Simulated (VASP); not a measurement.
Input of a VASP 6.6.1 run:

The input POSCAR:

```
BaO
1.0
    0.0000000000      2.7719426833      2.7719426833
    2.7719426833      0.0000000000      2.7719426833
    2.7719426833      2.7719426833      0.0000000000
Ba O
1 1
Direct
    0.0000000000      0.0000000000      0.0000000000
    0.5000000000      0.5000000000      0.5000000000
```

INCAR.step1

```
SYSTEM = BaO
PREC = Accurate
ENCUT = 660
ISMEAR = 0
SIGMA = 0.01
LREAL = .False.
LASPH = .True.
NELM = 120
NBANDS = 15
GGA = PE
ALGO = Normal
EDIFF = 1E-5
LWAVE = .True.
LCHARG = .False.
GGA_COMPAT = .False.
```

INCAR.step2

```
SYSTEM = BaO
PREC = Accurate
ENCUT = 660
EDIFF = 1E-6
ISMEAR = 0
SIGMA = 0.01
LREAL = .False.
LASPH = .True.
NELM = 120
ALGO = Normal
ISIF = 2
LWAVE = .False.
LCHARG = .False.
METAGGA = R2SCAN
LMIXTAU = .True.
NBANDS = 15
ISTART = 1
GGA_COMPAT = .False.
```

The input KPOINTS:

```
Automatic mesh
0
Gamma
  6 6 6
  0 0 0
```

Potentials or basis: VASP PAW PBE potentials, release 64 (Ba_sv, O).

Run with:

```console
$ cat potpaw_PBE.64/Ba_sv/POTCAR potpaw_PBE.64/O/POTCAR > POTCAR
$ cp INCAR.step1 INCAR
$ mpirun -np 1 vasp_std > vasp.out
$ cp INCAR.step2 INCAR
$ mpirun -np 1 vasp_std > vasp.out
```

(1) What does it give for the pressure?

(2) Predict the band gap on the k mesh.

Answers

(1) 1.6 GPa.

(2) 2.32 eV.

Caveat: the PAW data sets were made with another functional, which shifts forces and pressure a little; spin-orbit coupling is left out, which moves the levels of the heavy elements.
